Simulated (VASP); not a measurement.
# Mg (P6_3/mmc) in VASP: further runs

The runs below take Mg through single point, relaxation of volume and atoms at fixed shape, with LDA.

All numbers are computed with VASP 6.6.1; they aren't measurements. Logs are shortened: lines on timing, memory, paths and dates and some standing lists are left out, and cuts for length are marked.

## 1. The cell of the first run

It takes space group P6_3/mmc (No. 194, hexagonal). The conventional cell has a = 3.136 Å, b = 3.136 Å, c = 5.091 Å, α = 90.00°, β = 90.00°, γ = 120.00°. Within 4.1 Å of Mg (site symmetry -6m2) lie 12 Mg at 3.12 to 3.14 Å.

## 2. Single point, LDA

The input, INCAR:

```
SYSTEM = Mg
PREC = Accurate
ENCUT = 520
EDIFF = 1E-6
ISMEAR = 1
SIGMA = 0.05
LREAL = .FALSE.
LASPH = .TRUE.
NELM = 100
ALGO = Normal
ISIF = 2
LWAVE = .FALSE.
LCHARG = .FALSE.
NBANDS = 9
```

The input, KPOINTS:

```
regular mesh
0
G
  6 6 4
  0 0 0
```

The input, POSCAR:

```
Mg
1.0
    3.1355118906      0.0000000000      0.0000000000
   -1.5677559453      2.7154329512      0.0000000000
    0.0000000000      0.0000000000      5.0905052718
Mg
2
Direct
    0.3333333333      0.6666666667      0.2500000000
    0.6666666667      0.3333333333      0.7500000000
```

Potentials or basis: VASP PAW LDA potentials, release 64 (Mg).

Command:

```bash
$ cat potpaw_LDA.64/Mg/POTCAR > POTCAR
$ mpirun -np 1 vasp_std > vasp.out
```

OUTCAR:

```text
SYSTEM = Mg
   PREC = Accurate
   ENCUT = 520
   EDIFF = 1E-6
   ISMEAR = 1
   LREAL = .FALSE.
   LASPH = .TRUE.
   NELM = 100
   ISIF = 2

 ion  position               nearest neighbor table
   1  0.333  0.667  0.250-   2 3.12   2 3.12   2 3.12   2 3.12   2 3.12   2 3.12
   2  0.667  0.333  0.750-   1 3.12   1 3.12   1 3.12   1 3.12   1 3.12   1 3.12

  LATTYP: Found a hexagonal cell.
 ALAT       =     3.1355118906
 C/A-ratio  =     1.6235005477

  Lattice vectors:

 A1 = (   3.1355118906,   0.0000000000,   0.0000000000)
 A2 = (  -1.5677559453,   2.7154329512,   0.0000000000)
 A3 = (   0.0000000000,   0.0000000000,   5.0905052718)

Analysis of symmetry for initial positions (statically):
=====================================================================
 Subroutine PRICEL returns:
 Original cell was already a primitive cell.

 Routine SETGRP: Setting up the symmetry group for a
 hexagonal supercell.

 Subroutine GETGRP returns: Found 24 space group operations
 (whereof 12 operations were pure point group operations)
 out of a pool of 24 trial point group operations.

The static configuration has the point symmetry D_3d.
 The point group associated with its full space group is D_6h.

Analysis of symmetry for dynamics (positions and initial velocities):
=====================================================================
 Subroutine PRICEL returns:
 Original cell was already a primitive cell.

 Routine SETGRP: Setting up the symmetry group for a
 hexagonal supercell.

 Subroutine GETGRP returns: Found 24 space group operations
 (whereof 12 operations were pure point group operations)
 out of a pool of 24 trial point group operations.

The dynamic configuration has the point symmetry D_3d.
 The point group associated with its full space group is D_6h.

 Subroutine INISYM returns: Found 24 space group operations
 (whereof 12 operations are pure point group operations),
 and found     1 'primitive' translations

----------------------------------------------------------------------------------------

                                     Primitive cell

  volume of cell :      43.3419

  direct lattice vectors                    reciprocal lattice vectors
     3.135511891  0.000000000  0.000000000     0.318927191  0.184132700  0.000000000
    -1.567755945  2.715432951  0.000000000     0.000000000  0.368265399  0.000000000
     0.000000000  0.000000000  5.090505272     0.000000000  0.000000000  0.196444154

  length of vectors
     3.135511891  3.135511891  5.090505272     0.368265399  0.368265399  0.196444154

  position of ions in fractional coordinates (direct lattice)
     0.333333333  0.666666667  0.250000000
     0.666666667  0.333333333  0.750000000

  ion indices of the primitive-cell ions
   primitive index   ion index
                 1           1
                 2           2

----------------------------------------------------------------------------------------

 KPOINTS: regular mesh

Automatic generation of k-mesh.
 Grid dimensions read from file:
 generate k-points for:    6    6    4

 Generating k-lattice:

  Cartesian coordinates                     Fractional coordinates (reciprocal lattice)
     0.053154532  0.030688783  0.000000000     0.166666667  0.000000000  0.000000000
     0.000000000  0.061377567  0.000000000     0.000000000  0.166666667  0.000000000
     0.000000000  0.000000000  0.049111038     0.000000000  0.000000000  0.250000000

  Length of vectors
     0.061377567  0.061377567  0.049111038

  Shift w.r.t. Gamma in fractional coordinates (k-lattice)
     0.000000000  0.000000000  0.000000000

 Subroutine IBZKPT returns following result:
 ===========================================

 Found     21 irreducible k-points:

 Following reciprocal coordinates:
            Coordinates               Weight
  0.000000  0.000000  0.000000      1.000000
  0.166667 -0.000000  0.000000      6.000000
  0.333333  0.000000  0.000000      6.000000
  0.500000 -0.000000  0.000000      3.000000
  0.166667  0.166667  0.000000      6.000000
  0.333333  0.166667  0.000000     12.000000
[... 13 lines left out ...]
  0.333333  0.166667  0.500000     12.000000
  0.333333  0.333333  0.500000      2.000000
   k-points           NKPTS =     21   k-points in BZ     NKDIM =     21   number of bands    NBANDS=      9
   number of dos      NEDOS =    301   number of ions     NIONS =      2
   total plane-waves  NPLWV =  23040
   dimension x,y,z NGX =    24 NGY =   24 NGZ =   40
   dimension x,y,z NGXF=    48 NGYF=   48 NGZF=   80
   ions per type =               2
   NGX,Y,Z   is equivalent  to a cutoff of  12.72, 12.72, 13.06 a.u.
   NGXF,Y,Z  is equivalent  to a cutoff of  25.45, 25.45, 26.13 a.u.
 SYSTEM =  Mg
   PREC   = accura    normal or accurate (medium, high low for compatibility)
   ISTART =      0    job   : 0-new  1-cont  2-samecut
   ICHARG =      2    charge: 1-file 2-atom 10-const
   ISPIN  =      1    spin polarized calculation?
   LNONCOLLINEAR =      F non collinear calculations
   LSORBIT =      F    spin-orbit coupling
   LASPH  =      T    aspherical Exc in radial PAW
   ENCUT  =  520.0 eV  38.22 Ry    6.18 a.u.   5.83  5.83  9.46*2*pi/ulx,y,z
   NELM   =    100;   NELMIN=  2; NELMDL= -5     # of ELM steps
   EDIFF  = 0.1E-05   stopping-criterion for ELM
   LREAL  =      F    real-space projection
   EDIFFG = 0.1E-04   stopping-criterion for IOM
   NSW    =      0    number of steps for IOM
   IBRION =     -1    ionic relax: 0-MD 1-quasi-New 2-CG
   NFREE  =      0    steps in history (QN), initial steepest desc. (CG)
   ISIF   =      2    stress and relaxation
   ISYM   =      2    0-nonsym 1-usesym 2-fastsym
   POTIM  = 0.5000    time-step for ionic-motion
   TEBEG  =    0.0;   TEEND  =   0.0 temperature during run
   PSTRESS=    0.0 pullay stress
   NELECT =       4.0000    total number of electrons
   NUPDOWN=      -1.0000    fix difference up-down
   EMIN   =  10.00;   EMAX   =-10.00  energy-range for DOS
   EFERMI =   0.00;   METHOD = LEGACY
   ISMEAR =     1;   SIGMA  =   0.05  broadening in eV -4-tet -1-fermi 0-gaus
   EFERMI_NEDOS =   21; number of points for ismear=-14 and -15
   IALGO  =     38    algorithm
   IMIX   =      4    mixing-type and parameters
     AMIX     =   0.40;   BMIX     =  1.00
     AMIX_MAG =   1.60;   BMIX_MAG =  1.00
  volume/ion in A,a.u.               =      21.67       146.24
  Fermi-wavevector in a.u.,A,eV,Ry     =   0.739819  1.398055  7.446902  0.547332
  Thomas-Fermi vector in A             =   1.834073
   LORBIT       =      0    0 simple, 1 ext, 2 COOP (PROOUT), +10 PAW based schemes
   GGA     = CA    functional components
   LHFCALC =     F    Hartree Fock is set to
   AEXX    =    0.0000 exact exchange contribution
   IVDW    =     0    specifies the selected vdW correction
   LEPSILON=     F    determine dielectric tensor
   LRPA    =     F    only Hartree local field effects (RPA)
 non-spin polarized calculation
 Methfessel and Paxton  Order N= 1 SIGMA  =   0.05
  energy-cutoff  :      520.00
  volume of cell :       43.34
 maximum number of plane-waves:      1182
 NGX is ok and might be reduce to    24
   NGX = 11   NGY = 11   NGZ = 19

 number of electron       4.0000000 magnetization

 Free energy of the ion-electron system (eV)
  ---------------------------------------------------
  ext. energy  EPLUGINS =         0.00000000
  ---------------------------------------------------
  free energy    TOTEN  =        -3.55192294 eV

  energy without entropy =       -3.55126360  energy(sigma->0) =       -3.55170316

 E-fermi :   2.6217     XC(G=0):  -8.8678

 val. band max:        2.5754117267   @ k =   0.1667   0.1667   0.0000
 cond. band min:       2.6378693173   @ k =   0.3333   0.1667   0.0000
 fundamental gap:      0.0624575906
 Fermi energy:         2.6217393149

 k-point     1 :       0.0000    0.0000    0.0000
  band No.  band energies     occupation
      1      -4.3959      2.00000
      2       1.0308      2.00000
      3       1.4995      2.00000
      4      14.0046      0.00000
      5      14.0046      0.00000
      6      14.1671      0.00000
      7      14.1671      0.00000
      8      14.9264      0.00000
      9      16.6905      0.00000

 k-point     2 :       0.1667   -0.0000    0.0000
  band No.  band energies     occupation
      1      -3.8297      2.00000
      2       1.5450      2.00000
      3       2.0442      2.00000
      4       9.1066      0.00000
      5      11.7496      0.00000
      6      12.3733      0.00000
      7      13.9563      0.00000
      8      14.9241      0.00000
      9      16.4118      0.00000

 k-point     3 :       0.3333    0.0000    0.0000
  band No.  band energies     occupation
      1      -2.1527      2.00000
      2       3.0913     -0.00000
      3       3.3702     -0.00000
      4       4.7502      0.00000
      5       9.3335      0.00000
      6       9.4986      0.00000
      7      10.3509      0.00000
      8      12.2030      0.00000
      9      14.8258      0.00000

 k-point     4 :       0.5000   -0.0000    0.0000
  band No.  band energies     occupation
      1       0.5557      2.00000
      2       0.5790      2.00000
      3       5.5159      0.00000
      4       5.8621      0.00000
      5       6.1712      0.00000
      6       6.5870      0.00000
      7       9.8865      0.00000
      8      11.3721      0.00000
      9      14.2850      0.00000
[... 169 lines left out ...]
 k-point    19 :       0.1667    0.1667    0.5000
  band No.  band energies     occupation
      1      -1.2922      2.00000
      2      -1.2922      2.00000
      3       7.8505      0.00000
      4       7.8505      0.00000
      5       8.3118      0.00000
      6       8.3118      0.00000
      7      10.3194      0.00000
      8      10.3194      0.00000
      9      17.3419      0.00000

 k-point    20 :       0.3333    0.1667    0.5000
  band No.  band energies     occupation
      1       0.8599      2.00000
      2       0.8599      2.00000
      3       4.1062      0.00000
      4       4.1062      0.00000
      5       7.3272      0.00000
      6       7.3272      0.00000
      7      11.8988      0.00000
      8      11.8988      0.00000
      9      14.6971      0.00000

 k-point    21 :       0.3333    0.3333    0.5000
  band No.  band energies     occupation
      1       2.9738     -0.00000
      2       2.9738     -0.00000
      3       3.4512     -0.00000
      4       3.4512     -0.00000
      5       4.4082      0.00000
      6       4.4082      0.00000
      7      14.0434      0.00000
      8      14.0435      0.00000
      9      14.2208      0.00000

------------------------ aborting loop because EDIFF is reached ----------------------------------------

  FORCE on cell =-STRESS in cart. coord.  units (eV):
  Direction    XX          YY          ZZ          XY          YZ          ZX
  --------------------------------------------------------------------------------------
  -------------------------------------------------------------------------------------
  Total       -0.2360693     -0.2360693      0.1195905     -0.0000000      0.0000000      0.0000000
  in kB       -8.7265315     -8.7265315      4.4207804     -0.0000000      0.0000000      0.0000000
  external PRESSURE =      -4.3440942 kB  Pullay stress =       0.0000000 kB

 VOLUME and BASIS-vectors are now :
 -----------------------------------------------------------------------------
  energy-cutoff  :      520.00
  volume of cell :       43.34
      direct lattice vectors                 reciprocal lattice vectors
     3.135511891  0.000000000  0.000000000     0.318927191  0.184132700  0.000000000
    -1.567755945  2.715432951  0.000000000     0.000000000  0.368265399  0.000000000
     0.000000000  0.000000000  5.090505272     0.000000000  0.000000000  0.196444154

 POSITION                                       TOTAL-FORCE (eV/Angst)
 -----------------------------------------------------------------------------------
     -0.00000      1.81029      1.27263         0.000000      0.000000      0.000000
      1.56776      0.90514      3.81788        -0.000000     -0.000000      0.000000
 -----------------------------------------------------------------------------------
    total drift:                                0.000000     -0.000000      0.000000

  FREE ENERGIE OF THE ION-ELECTRON SYSTEM (eV)
  ---------------------------------------------------
  free  energy   TOTEN  =        -3.5519229385 eV

  energy  without entropy=       -3.5512635951  energy(sigma->0) =       -3.55170316
```

It took 8.7 s on 1 thread of Intel Xeon 8259CL, shared host; peak memory 0.13 GiB.

Results:

* Free energy: -3.5519 eV
* Pressure: -0.4 GPa
* Band gap on the k mesh: zero (bands 2 and 3 overlap by 1.59 eV)

Stress tensor (GPa, compression positive):
```
-0.87  0.00  0.00
 0.00 -0.87  0.00
 0.00  0.00  0.44
```

Levels at points of the mesh, in eV from the Fermi level:
```tsv
k point	band 1	band 2	band 3	band 4	band 5	band 6
(0.00, 0.00, 0.00)	-7.02	-1.59	-1.12	11.38	11.38	11.55
(0.50, 0.00, 0.00)	-2.07	-2.04	2.89	3.24	3.55	3.97
(0.00, 0.00, 0.50)	-5.57	-5.57	5.34	5.34	12.13	12.13
(0.50, 0.00, 0.50)	-0.99	-0.99	-0.30	-0.30	8.39	8.39
```

Caveat: the k points lie up to 0.39 Å⁻¹ apart, too coarse for converged energies and pressures of a metal.

## 3. Relaxation of volume and atoms at fixed shape, LDA

This run uses another cell than the first one, of 23.24 Å³/atom.

The input, INCAR:

```
SYSTEM = Mg
PREC = Accurate
ENCUT = 600
EDIFF = 1E-6
ISMEAR = 1
SIGMA = 0.05
LREAL = .FALSE.
LASPH = .TRUE.
NELM = 80
ALGO = Normal
ISIF = 8
LWAVE = .FALSE.
LCHARG = .FALSE.
IBRION = 2
NSW = 80
EDIFFG = -0.03
```

The input, KPOINTS:

```
Automatic mesh
0
G
  6 6 4
  0 0 0
```

The input, POSCAR:

```
Mg
1.0
    3.2093000000      0.0000000000      0.0000000000
   -1.6046500000      2.7793350000      0.0000000000
    0.0000000000      0.0000000000      5.2103000000
Mg
2
Direct
    0.3333333333      0.6666666667      0.2500000000
    0.6666666667      0.3333333333      0.7500000000
```

Potentials or basis: VASP PAW LDA potentials, release 64 (Mg).

Command:

```bash
$ cat potpaw_LDA.64/Mg/POTCAR > POTCAR
$ mpirun -np 1 vasp_std > vasp.out
```

Run time: 19 s. Hardware: 1 thread of Intel Xeon 8259CL, shared host; peak memory 0.16 GiB.

Results (log left out):

```
Free energy                           : -3.5527 eV
Relaxed volume                        : 21.46 Å³/atom
Relaxed cell                          : a = 3.125 Å, b = 3.125 Å, c = 5.074 Å, α = 90.00°, β = 90.00°, γ = 120.00°
Space group after relaxing (to 0.1 Å) : P6_3/mmc (No. 194)
Energy gained by relaxing             : 17.0 meV/atom
Ionic steps                           : 3
Pressure after relaxing               : 0.0 GPa
Band gap on the k mesh                : zero (bands 2 and 3 overlap by 1.59 eV)
```

Stress tensor (GPa, compression positive):
```
-0.49  0.00  0.00
 0.00 -0.49  0.00
 0.00  0.00  0.89
```

Step by step:
```csv
step,energy change (eV),largest force (eV/Å),pressure (GPa),volume (Å³)
1,0.0000,0.0000,-2.83,46.47
2,-0.0317,0.0000,-0.82,43.77
3,-0.0340,0.0000,-0.03,42.91
```

Final structure:
```cif
data_structure
_symmetry_space_group_name_H-M 'P 1'
_symmetry_Int_Tables_number 1
_cell_length_a 3.1251
_cell_length_b 3.1251
_cell_length_c 5.0736
_cell_angle_alpha 90.000
_cell_angle_beta 90.000
_cell_angle_gamma 120.000
_cell_volume 42.91
loop_
_atom_site_label
_atom_site_type_symbol
_atom_site_fract_x
_atom_site_fract_y
_atom_site_fract_z
_atom_site_occupancy
Mg1 Mg 0.33333 0.66667 0.25000 1
Mg2 Mg 0.66667 0.33333 0.75000 1
```

Levels at points of the mesh, in eV from the Fermi level:
| k point | band 1 | band 2 | band 3 | band 4 | band 5 |
| --- | --- | --- | --- | --- | --- |
| (0.00, 0.00, 0.00) | -7.06 | -1.60 | -1.12 | 11.44 | 11.44 |
| (0.50, 0.00, 0.00) | -2.08 | -2.05 | 2.91 | 3.25 | 3.58 |
| (0.00, 0.00, 0.50) | -5.61 | -5.61 | 5.37 | 5.37 | 12.20 |
| (0.50, 0.00, 0.50) | -1.00 | -1.00 | -0.29 | -0.29 | 8.43 |

Caveat: the k points lie up to 0.39 Å⁻¹ apart in the final cell, too coarse for converged energies and pressures of a metal. Zero-point motion and thermal expansion aren't in these numbers.

The gap in the log of VASP goes by the Fermi energy; the results here count the filled bands.